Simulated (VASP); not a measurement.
## Al4N5: single point with LDA

System: Al4N5, a slab with vacuum.

```
N Al
1.0
     3.08866    0.00000    0.00000
    -1.54433    2.67486    0.00000
     0.00000    0.00000   23.44174
N Al
5 4
Direct
  0.33333 0.66667 0.17064
  0.66667 0.33333 0.27607
  0.33333 0.66667 0.38377
  0.66667 0.33333 0.48787
  0.66667 0.83333 0.58156
  0.66667 0.33333 0.19552
  0.33333 0.66667 0.30095
  0.66667 0.33333 0.40416
  0.33333 0.66667 0.50942
```

* Program: VASP 6.6.1
* Task: single point
* Functional: LDA
* Potentials or basis: VASP PAW LDA potentials, release 64 (N, Al)
* Cutoff: 520 eV
* k mesh: 9 × 9 × 1
* Occupations: gaussian, width 0.05 eV
* Spin: collinear spin
* Starting moments: [0.0, 0.0, 0.0, 0.0, 3.0, 0.0, 0.0, 0.0, 0.0] μB

```json
{
  "Largest force": "2.297 eV/Å",
  "Net moment": "2.38 μB per cell",
  "Site moments": "N -0.00, +0.00, +0.01, +0.12, +1.45; Al -0.00, +0.00, +0.01 (each value once) μB",
  "Valence electrons inside the program's atomic spheres": "N 3.68, 3.83, 3.85, 3.37 (each value once); Al 0.84, 0.83, 0.85 (each value once)"
}
```

Forces in eV/Å, atoms in the order of the input:
```
N   -0.001  0.000  1.905
N    0.001  0.001  1.161
N   -0.003 -0.002 -1.026
N    0.042  0.024 -1.366
N    0.305  0.176  0.048
Al  -0.001  0.000 -2.297
Al   0.000  0.000 -0.545
Al   0.006  0.003  1.189
Al  -0.349 -0.201  0.931
```

Levels at points of the mesh, in eV from the Fermi level:
Spin up:
| k point | band 16 | band 17 | band 18 | band 19 | band 20 | band 21 | band 22 | band 23 | band 24 | band 25 |
| --- | --- | --- | --- | --- | --- | --- | --- | --- | --- | --- |
| (0.00, 0.00, 0.00) | -0.50 | -0.28 | -0.24 | 0.11 | 0.11 | 3.92 | 5.24 | 5.61 | 6.80 | 7.08 |
Spin down:
```
           k point  band 15  band 16  band 17  band 18  band 19  band 20
(0.00, 0.00, 0.00)    -0.61     0.10     0.10     0.32     2.50     2.96
```

Run time: 40 min on 1 thread of Oxide Virtual Turin-like Processor (shared host), peak memory 0.37 GiB.
